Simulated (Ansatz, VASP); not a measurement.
## One calculation of GaP, two programs

```
Ga P
1.0
     0.00000    2.71922    2.71922
     2.71922    0.00000    2.71922
     2.71922    2.71922    0.00000
Ga P
1 1
Direct
  0.00000 0.00000 0.00000
  0.25000 0.25000 0.25000
```

Alike in both runs: functional PBEsol; k mesh 8 × 8 × 8; occupations gaussian, width 0.02 eV; no spin polarisation.

Ansatz relaxed the structure, and its values are those at the end. VASP's run is a single point on that final structure, the one shown.

```csv
,VASP,Ansatz
version,VASP 6.6.1,Ansatz 0.2.0
potentials or method,"VASP PAW PBE potentials, release 64 (Ga_d, P), cutoff 500 eV","scalar-relativistic, plane waves, PAW"
valence electrons in the cell,18,18
```

|  | VASP | Ansatz | Ansatz less VASP |
| --- | --- | --- | --- |
| gap on the k mesh at the Fermi level (eV) | 1.50 | 1.50 | -0.003 |
| least direct gap on the mesh (eV) | 1.80 | 1.80 | -0.007 |
| pressure (GPa) | -0.1 | 0.0 | +0.10 |

VASP's potentials were made for PBE, not for PBEsol. The functional is the same, so the differences come from potentials, cutoffs and numerics.
